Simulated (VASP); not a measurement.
# Sr8Tl15 (a cell with a defect) in VASP: single point with LDA

Aim: the single point of Sr8Tl15 (a cell with a defect) with LDA.

All numbers are computed with VASP 6.6.1; they aren't measurements. Logs are shortened: lines on timing, memory, paths and dates and some standing lists are left out, and cuts for length are marked.

### Step 1. The cell of the first run

The cell holds a defect, 23 atoms: a = 10.231 Å, b = 10.231 Å, c = 8.284 Å, α = 90.00°, β = 90.00°, γ = 120.00°.

### Step 2. Single point, LDA

File INCAR:

```
ALGO     = Normal         # electronic algorithm
EDIFF    = 1E-7           # SCF threshold, eV
ENCUT    = 520            # plane-wave cutoff, eV
GGA      = CA             # functional
ISIF     = 2              # what is computed and relaxed
ISMEAR   = 1              # smearing method
LASPH    = True           # aspherical terms in the spheres
LCHARG   = False          # write CHGCAR
LREAL    = Auto         
LWAVE    = False          # write WAVECAR
NBANDS   = 154            # bands
NELM     = 100            # most SCF steps
PREC     = Accurate       # precision mode
SIGMA    = 0.15           # smearing width, eV
```

File KPOINTS:

```
k-points
0
Gamma
  2 2 2
```

File POSCAR:

```
Sr8Tl15
1.0
   10.2306323100     -0.0000014600      0.0000000000
   -5.1153174200      8.8599867400      0.0000000000
    0.0000000000      0.0000000000      8.2839107700
Tl Sr
15 8
Direct
    0.1671678218      0.3343343880      0.4612998747
    0.3337444954      0.1677913896      0.9470470190
    0.1671533533      0.3343693767      0.0293972264
    0.3353522642      0.1662650896      0.5468353204
    0.1587987000      0.8301868217      0.4539173712
    0.3337818628      0.6675342369      0.9469848502
    0.1679665919      0.8347617736      0.0555438141
    0.3353237473      0.6706195691      0.5468215588
    0.8339969394      0.1677635939      0.9470025955
    0.6668372652      0.3336660720      0.0555088065
    0.8309114724      0.1662281509      0.5468272324
    0.6713921477      0.8301367932      0.4539599839
    0.8339003689      0.6677300307      0.9814523871
    0.6668205897      0.8347070025      0.0555020464
    0.6713948223      0.3427759058      0.4538624455
    0.0068627546      0.0137341075      0.2462392530
   -0.0045912352     -0.0091529490      0.7480291824
    0.0068758273      0.4946930666      0.2462881430
   -0.0046058010      0.5061200569      0.7480736058
    0.5005696325      0.0010593392      0.2484296436
    0.5005101699      0.0010201743      0.7517335921
    0.4877911157      0.4946947259      0.2463034739
    0.5107521725      0.5061405708      0.7480947311
```

Potentials or basis: VASP PAW LDA potentials, release 64 (Tl_d, Sr_sv).

Run with:

```console
> cat potpaw_LDA.64/Tl_d/POTCAR potpaw_LDA.64/Sr_sv/POTCAR > POTCAR
> mpirun -np 1 vasp_std > vasp.out
```

OUTCAR:

```text
EDIFF = 1E-7
   ENCUT = 520
   GGA = CA
   ISIF = 2
   ISMEAR = 1
   LASPH = True
   LREAL = Auto
   NELM = 100
   PREC = Accurate

 ion  position               nearest neighbor table
   1  0.167  0.334  0.461-   4 3.06  11 3.06   8 3.06  22 3.35  16 3.35  18 3.35   3 3.58  17 3.86
                            19 3.86  23 3.86
   2  0.334  0.168  0.947-   3 3.03   7 3.08  10 3.08   4 3.32  21 3.37  23 3.42  17 3.42  16 3.81
                            22 3.81  20 3.87
   3  0.167  0.334  0.029-   9 3.03   2 3.03   6 3.03  18 3.36  16 3.36  22 3.36   1 3.58  19 3.83
                            17 3.83  23 3.83
   4  0.335  0.166  0.547-   1 3.06  15 3.08   5 3.08   2 3.32  21 3.38  23 3.44  17 3.44  22 3.83
                            20 3.83  16 3.83
   5  0.159  0.830  0.454-   4 3.08   8 3.08   7 3.30  18 3.44  16 3.44  20 3.47  17 3.77  19 3.77
                            21 3.91
   6  0.334  0.668  0.947-   3 3.03  14 3.08   7 3.08   8 3.32  21 3.37  23 3.42  19 3.42  22 3.81
                            18 3.81  20 3.87
   7  0.168  0.835  0.056-  13 3.02   2 3.08   6 3.08   5 3.30  20 3.35  16 3.40  18 3.40  19 3.87
                            17 3.87  21 3.87
   8  0.335  0.671  0.547-   1 3.06  12 3.08   5 3.08   6 3.32  21 3.38  23 3.44  19 3.44  22 3.83
                            18 3.83  20 3.83
   9  0.834  0.168  0.947-   3 3.03  14 3.08  10 3.08  11 3.32  21 3.37  17 3.42  19 3.42  16 3.81
[... 15 lines left out ...]
  17  0.995  0.991  0.748-   9 3.42   2 3.42  11 3.44   4 3.44  13 3.45  12 3.77   5 3.77   3 3.83
                             1 3.86  14 3.87   7 3.87  16 4.13  16 4.16  23 4.96  19 4.96  21 5.12
  18  0.007  0.495  0.246-   1 3.35   3 3.36  10 3.40   7 3.40  15 3.44   5 3.44  13 3.77   6 3.81
                             9 3.81   8 3.83  11 3.83  19 4.13  19 4.16  22 4.92  16 4.92  20 5.12
  19  0.995  0.506  0.748-   9 3.42   6 3.42  11 3.44   8 3.44  13 3.45  15 3.77   5 3.77   3 3.83
                             1 3.86  10 3.87   7 3.87  18 4.13  18 4.16  23 4.96  17 4.96  21 5.12
  20  0.501  0.001  0.248-   7 3.35  10 3.35  14 3.35  15 3.47  12 3.47   5 3.47  11 3.83   4 3.83
                             8 3.83   9 3.87   2 3.87   6 3.87  21 4.11  21 4.17  16 5.12  18 5.12
  21  0.501  0.001  0.752-   6 3.37   9 3.37   2 3.37   4 3.38  11 3.38   8 3.38   7 3.87  14 3.88
                            10 3.88   5 3.91  12 3.91  15 3.91  20 4.11  20 4.17  17 5.12  19 5.12
  22  0.488  0.495  0.246-   1 3.35   3 3.36  14 3.40  10 3.40  12 3.44  15 3.44  13 3.77   6 3.81
                             2 3.81   8 3.83   4 3.83  23 4.13  23 4.16  18 4.92  16 4.92  20 5.12
  23  0.511  0.506  0.748-   6 3.42   2 3.42   4 3.44   8 3.44  13 3.45  12 3.77  15 3.77   3 3.83
                             1 3.86  10 3.87  14 3.87  22 4.13  22 4.16  19 4.96  17 4.96  21 5.12

  LATTYP: Found a hexagonal cell.
 ALAT       =    10.2306323100
 C/A-ratio  =     0.8097164006

  Lattice vectors:

 A1 = (  10.2306323100,  -0.0000014600,   0.0000000000)
 A2 = (  -5.1153174200,   8.8599867400,   0.0000000000)
 A3 = (   0.0000000000,   0.0000000000,   8.2839107700)

Analysis of symmetry for initial positions (statically):
=====================================================================
[... 168 lines left out ...]
     AMIX     =   0.40;   BMIX     =  1.00
     AMIX_MAG =   1.60;   BMIX_MAG =  1.00
  volume/ion in A,a.u.               =      32.65       220.31
  Fermi-wavevector in a.u.,A,eV,Ry     =   1.171284  2.213405 18.665907  1.371905
  Thomas-Fermi vector in A             =   2.307730
   LORBIT       =      0    0 simple, 1 ext, 2 COOP (PROOUT), +10 PAW based schemes
   GGA     = CA    functional components
   LHFCALC =     F    Hartree Fock is set to
   AEXX    =    0.0000 exact exchange contribution
   IVDW    =     0    specifies the selected vdW correction
   LEPSILON=     F    determine dielectric tensor
   LRPA    =     F    only Hartree local field effects (RPA)
 non-spin polarized calculation
 Methfessel and Paxton  Order N= 1 SIGMA  =   0.15
  energy-cutoff  :      520.00
  volume of cell :      750.88
 maximum number of plane-waves:     20224
 NGX is ok and might be reduce to    80
   NGX = 39   NGY = 39   NGZ = 31

 number of electron     274.9999995 magnetization

 Free energy of the ion-electron system (eV)
  ---------------------------------------------------
  ext. energy  EPLUGINS =         0.00000000
  ---------------------------------------------------
  free energy    TOTEN  =       -68.55868323 eV

  energy without entropy =      -68.56014926  energy(sigma->0) =      -68.55917191

 E-fermi :   4.4642     XC(G=0):  -9.5885

 val. band max:        4.4528540644   @ k =   0.0000   0.5000   0.5000
 cond. band min:       4.5148448324   @ k =   0.0000   0.5000   0.0000
 fundamental gap:      0.0619907680
 Fermi energy:         4.4641922031

 k-point     1 :       0.0000    0.0000    0.0000
  band No.  band energies     occupation
      1     -31.4018      2.00000
      2     -31.4012      2.00000
      3     -31.4011      2.00000
      4     -31.2261      2.00000
      5     -31.2239      2.00000
      6     -31.2232      2.00000
[... 1205 lines left out ...]
    148       6.4231     -0.00000
    149       6.5033     -0.00000
 [bands above 149 left out]

------------------------ aborting loop because EDIFF is reached ----------------------------------------

  FORCE on cell =-STRESS in cart. coord.  units (eV):
  Direction    XX          YY          ZZ          XY          YZ          ZX
  --------------------------------------------------------------------------------------
  -------------------------------------------------------------------------------------
  Total      -11.2652455    -11.2625674    -10.5887573      0.0006042     -0.0004444      0.0000229
  in kB      -24.0370030    -24.0312887    -22.5935593      0.0012892     -0.0009481      0.0000489
  external PRESSURE =     -23.5539503 kB  Pullay stress =       0.0000000 kB

 VOLUME and BASIS-vectors are now :
 -----------------------------------------------------------------------------
  energy-cutoff  :      520.00
  volume of cell :      750.88
      direct lattice vectors                 reciprocal lattice vectors
    10.230632310 -0.000001460  0.000000000     0.097745677  0.056433512  0.000000000
    -5.115317420  8.859986740  0.000000000     0.000000016  0.112866995  0.000000000
     0.000000000  0.000000000  8.283910770     0.000000000  0.000000000  0.120715931

 POSITION                                       TOTAL-FORCE (eV/Angst)
 -----------------------------------------------------------------------------------
      0.00001      2.96220      3.82137        -0.000201      0.000258     -0.023746
      2.55611      1.48663      7.84525         0.001347     -0.000077      0.006367
     -0.00032      2.96251      0.24352         0.000433      0.000834      0.006535
      2.58037      1.47311      4.52994         0.006202     -0.004395      0.024870
     -2.62206      7.35544      3.76021         0.014616      0.009364     -0.022610
      0.00015      5.91434      7.84474        -0.000418      0.000485      0.006829
[... 15 lines left out ...]
      2.45989      4.38299      2.04036        -0.002274     -0.002301     -0.013805
      2.63625      4.48440      6.19715         0.015107      0.008319      0.017035
 -----------------------------------------------------------------------------------
    total drift:                                0.000311      0.003180      0.003711

  FREE ENERGIE OF THE ION-ELECTRON SYSTEM (eV)
  ---------------------------------------------------
  free  energy   TOTEN  =       -68.5586832305 eV

  energy  without entropy=      -68.5601492587  energy(sigma->0) =      -68.55917191
```

stdout:

```text
POSCAR found type information on POSCAR TlSr
 POSCAR found :  2 types and      23 ions
 scaLAPACK will be used
 LDA part: xc-table for (Slater(with rela. corr.)+CA(PZ))
 , standard interpolation
 POSCAR, INCAR and KPOINTS ok, starting setup
 FFT: planning ... GRIDC
 FFT: planning ... GRID_SOFT
 FFT: planning ... GRID
 WAVECAR not read
 entering main loop
```

It took 20 min on 1 thread of Intel Xeon 6975P-C (Granite Rapids), shared host; peak memory 0.96 GiB.

What came out:

```yaml
Free_energy: -68.5587 eV
Pressure: -2.4 GPa
Largest_force: 0.043 eV/Å
```

Forces on the atoms (eV/Å):
```
Tl   0.000  0.000 -0.024
Tl   0.001  0.000  0.006
Tl   0.000  0.001  0.007
Tl   0.006 -0.004  0.025
Tl   0.015  0.009 -0.023
Tl   0.000  0.000  0.007
Tl  -0.013 -0.008  0.000
Tl  -0.001  0.007  0.024
Tl  -0.001  0.000  0.007
Tl  -0.001  0.014  0.000
Tl  -0.007 -0.004  0.025
Tl  -0.014  0.010 -0.023
Tl   0.000  0.000 -0.043
Tl   0.013 -0.007  0.001
Tl   0.000 -0.016 -0.022
Sr   0.000  0.003 -0.014
Sr   0.001 -0.018  0.017
Sr   0.003 -0.002 -0.013
Sr  -0.015  0.009  0.017
Sr   0.000 -0.001  0.003
Sr  -0.001  0.000  0.020
Sr  -0.002 -0.002 -0.014
Sr   0.015  0.008  0.017
```

Levels at points of the mesh, in eV from the Fermi level:
```tsv
k point	band 135	band 136	band 137	band 138	band 139	band 140	band 141	band 142
(0.00, 0.00, 0.00)	-0.76	-0.30	-0.30	-0.18	0.16	0.16	0.56	0.86
(0.50, 0.00, 0.00)	-0.51	-0.40	-0.24	0.05	0.15	0.71	0.85	0.95
(0.00, 0.50, 0.00)	-0.51	-0.40	-0.24	0.05	0.15	0.71	0.85	0.95
(0.50, 0.50, 0.00)	-0.51	-0.40	-0.24	0.05	0.15	0.71	0.85	0.95
(0.00, 0.00, 0.50)	-0.25	-0.14	-0.07	-0.07	0.17	0.32	0.32	0.67
(0.50, 0.00, 0.50)	-0.60	-0.55	-0.47	-0.01	0.22	0.68	0.74	0.78
(0.00, 0.50, 0.50)	-0.60	-0.55	-0.47	-0.01	0.22	0.68	0.74	0.78
(0.50, 0.50, 0.50)	-0.60	-0.55	-0.47	-0.01	0.22	0.68	0.74	0.78
```

Caveat: the k points lie up to 0.38 Å⁻¹ apart; spin-orbit coupling is left out, which moves the levels of the heavy elements.
